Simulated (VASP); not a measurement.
# CuAu3 (Pm-3m) in VASP: further runs, part 2 of 2

VASP 6.6.1.

**4. Single point, r2SCAN**

This run uses another cell than the first one, of 15.82 Å³/atom.

Input file POSCAR:

```
CuAu3
1.0
    3.9846835400      0.0000000000      0.0000000000
    0.0000000000      3.9846835400      0.0000000000
    0.0000000000      0.0000000000      3.9846835400
Cu Au
1 3
Direct
    0.0000000000      0.0000000000      0.0000000000
    0.0000000000      0.5000000000      0.5000000000
    0.5000000000      0.0000000000      0.5000000000
    0.5000000000      0.5000000000      0.0000000000
```

Input file INCAR.step1:

```
SYSTEM = CuAu3
ALGO     = Normal         ! electronic algorithm
EDIFF    = 1E-4           ! SCF threshold, eV
ENCUT    = 520            ! plane-wave cutoff, eV
GGA      = PE             ! functional
ISMEAR   = -1             ! smearing method
LASPH    = .TRUE.         ! aspherical terms in the spheres
LCHARG   = .FALSE.        ! write CHGCAR
LREAL    = .FALSE.        ! projectors in reciprocal space
LWAVE    = .TRUE.         ! write WAVECAR
NBANDS   = 30             ! bands
NELM     = 80             ! most SCF steps
PREC     = Accurate       ! precision mode
SIGMA    = 0.1            ! smearing width, eV
```

Input file INCAR.step2:

```
SYSTEM = CuAu3
ALGO     = Normal         ! electronic algorithm
EDIFF    = 1E-7           ! SCF threshold, eV
ENCUT    = 520            ! plane-wave cutoff, eV
ISIF     = 2              ! what is computed and relaxed
ISMEAR   = -1             ! smearing method
ISTART   = 1            
LASPH    = .TRUE.         ! aspherical terms in the spheres
LCHARG   = .TRUE.         ! write CHGCAR
LELF     = .TRUE.         ! ELF
LMIXTAU  = .TRUE.       
LREAL    = .FALSE.        ! projectors in reciprocal space
LVHAR    = .TRUE.       
LWAVE    = .FALSE.        ! write WAVECAR
METAGGA  = R2SCAN         ! meta-GGA
NBANDS   = 30             ! bands
NELM     = 80             ! most SCF steps
PREC     = Accurate       ! precision mode
SIGMA    = 0.1            ! smearing width, eV
```

Input file KPOINTS:

```
k-points
0
G
  8 8 8
  0 0 0
```

Potentials or basis: VASP PAW PBE potentials, release 64 (Cu, Au).

Launch:

```bash
> cat potpaw_PBE.64/Cu/POTCAR potpaw_PBE.64/Au/POTCAR > POTCAR
> cp INCAR.step1 INCAR
> mpirun -np 1 vasp_std > vasp.out
> cp INCAR.step2 INCAR
> mpirun -np 1 vasp_std > vasp.out
```

OUTCAR:

```text
SYSTEM = CuAu3
   EDIFF = 1E-7
   ENCUT = 520
   ISIF = 2
   ISMEAR = -1
   ISTART = 1
   LASPH = .TRUE.
   LREAL = .FALSE.
   METAGGA = R2SCAN
   NELM = 80
   PREC = Accurate

 ion  position               nearest neighbor table
   1  0.000  0.000  0.000-   2 2.82   3 2.82   4 2.82   2 2.82   3 2.82   2 2.82   4 2.82   2 2.82
                             3 2.82   4 2.82   3 2.82   4 2.82
   2  0.000  0.500  0.500-   1 2.82   3 2.82   4 2.82   1 2.82   4 2.82   1 2.82   3 2.82   1 2.82
                             3 2.82   4 2.82   4 2.82   3 2.82
   3  0.500  0.000  0.500-   1 2.82   2 2.82   4 2.82   1 2.82   4 2.82   2 2.82   4 2.82   4 2.82
                             1 2.82   2 2.82   1 2.82   2 2.82
   4  0.500  0.500  0.000-   1 2.82   2 2.82   3 2.82   2 2.82   3 2.82   1 2.82   3 2.82   3 2.82
                             1 2.82   2 2.82   2 2.82   1 2.82

  LATTYP: Found a simple cubic cell.
 ALAT       =     3.9846835400

  Lattice vectors:

 A1 = (   3.9846835400,   0.0000000000,   0.0000000000)
 A2 = (   0.0000000000,   3.9846835400,   0.0000000000)
 A3 = (   0.0000000000,   0.0000000000,   3.9846835400)

Analysis of symmetry for initial positions (statically):
=====================================================================
 Subroutine PRICEL returns:
[... 172 lines left out ...]

  energy without entropy =     -162.67075719  energy(sigma->0) =     -162.68971510

 E-fermi :   9.0702     XC(G=0): -13.6055

 val. band max:        9.0605691588   @ k =   0.1250   0.0000   0.0000
 cond. band min:       9.1768728622   @ k =   0.3750   0.3750   0.2500
 fundamental gap:      0.1163037034
 Fermi energy:         9.0701819460

 k-point     1 :       0.0000    0.0000    0.0000
  band No.  band energies     occupation
      1      -1.1439      2.00000
      2       1.2693      2.00000
      3       2.0542      2.00000
      4       2.0542      2.00000
      5       2.0542      2.00000
      6       2.2076      2.00000
[... 781 lines left out ...]
     29      20.0073      0.00000
     30      20.7179      0.00000

 [... further k-points ...]
[... 5 lines left out ...]
  --------------------------------------------------------------------------------------
  -------------------------------------------------------------------------------------
  Total        1.4652549      1.4652549      1.4652549      0.0000000      0.0000000      0.0000000
  in kB       37.1058379     37.1058379     37.1058379      0.0000000      0.0000000      0.0000000
  external PRESSURE =      37.1058379 kB  Pullay stress =       0.0000000 kB

 VOLUME and BASIS-vectors are now :
 -----------------------------------------------------------------------------
  energy-cutoff  :      520.00
  volume of cell :       63.27
      direct lattice vectors                 reciprocal lattice vectors
     3.984683540  0.000000000  0.000000000     0.250960958  0.000000000  0.000000000
     0.000000000  3.984683540  0.000000000     0.000000000  0.250960958  0.000000000
     0.000000000  0.000000000  3.984683540     0.000000000  0.000000000  0.250960958

 POSITION                                       TOTAL-FORCE (eV/Angst)
 -----------------------------------------------------------------------------------
      0.00000      0.00000      0.00000         0.000000      0.000000      0.000000
      0.00000      1.99234      1.99234         0.000000      0.000000      0.000000
      1.99234      0.00000      1.99234         0.000000      0.000000      0.000000
      1.99234      1.99234      0.00000         0.000000      0.000000      0.000000
 -----------------------------------------------------------------------------------
    total drift:                                0.000000      0.000000     -0.000000

  FREE ENERGIE OF THE ION-ELECTRON SYSTEM (eV)
  ---------------------------------------------------
  free  energy   TOTEN  =      -162.7086730050 eV

  energy  without entropy=     -162.6707571922  energy(sigma->0) =     -162.68971510
```

OUTCAR.step1:

```text
SYSTEM = CuAu3
   EDIFF = 1E-4
   ENCUT = 520
   GGA = PE
   ISMEAR = -1
   LASPH = .TRUE.
[... 1024 lines left out ...]
      0.00000      1.99234      1.99234         0.000000      0.000000      0.000000
      1.99234      0.00000      1.99234         0.000000      0.000000      0.000000
      1.99234      1.99234      0.00000         0.000000      0.000000      0.000000
 -----------------------------------------------------------------------------------
    total drift:                                0.000000      0.000000     -0.000000

  FREE ENERGIE OF THE ION-ELECTRON SYSTEM (eV)
  ---------------------------------------------------
  free  energy   TOTEN  =       -13.4419283360 eV

  energy  without entropy=      -13.4013041799  energy(sigma->0) =      -13.42161626
```

It took 5 min on 1 thread of Intel Xeon 8259CL, shared host; peak memory 0.21 GiB.

Results:

```yaml
Free_energy: -162.7087 eV
Pressure: 3.7 GPa
Band_gap_on_the_k_mesh: zero (bands 22 and 23 overlap by 2.11 eV)
```

Caveat: the cell stands under pressure; the PAW data sets were made with another functional, which shifts forces and pressure a little; spin-orbit coupling is left out, which moves the levels of the heavy elements.

**5. Overview**

```tsv
cell	gap on the mesh (eV)	pressure (GPa)
a = 3.930 Å, 4 atoms	none	11.9
a = 3.957 Å, 4 atoms	none	7.5
a = 3.985 Å, 4 atoms	none	3.7
```

Alike in all rows: task single point; level r2SCAN; potentials or basis VASP PAW PBE potentials, release 64 (Cu, Au); no spin polarisation; k mesh 8 × 8 × 8; cutoff (eV) 520; smearing fermi-dirac 0.1 eV.

Caveats: the cell stands under pressure; the PAW data sets were made with another functional, which shifts forces and pressure a little; spin-orbit coupling is left out, which moves the levels of the heavy elements.

Total energies depend on the potentials used, so only differences within one code and one set of settings carry meaning.

The gap in the log of VASP goes by the Fermi energy; the results here count the filled bands.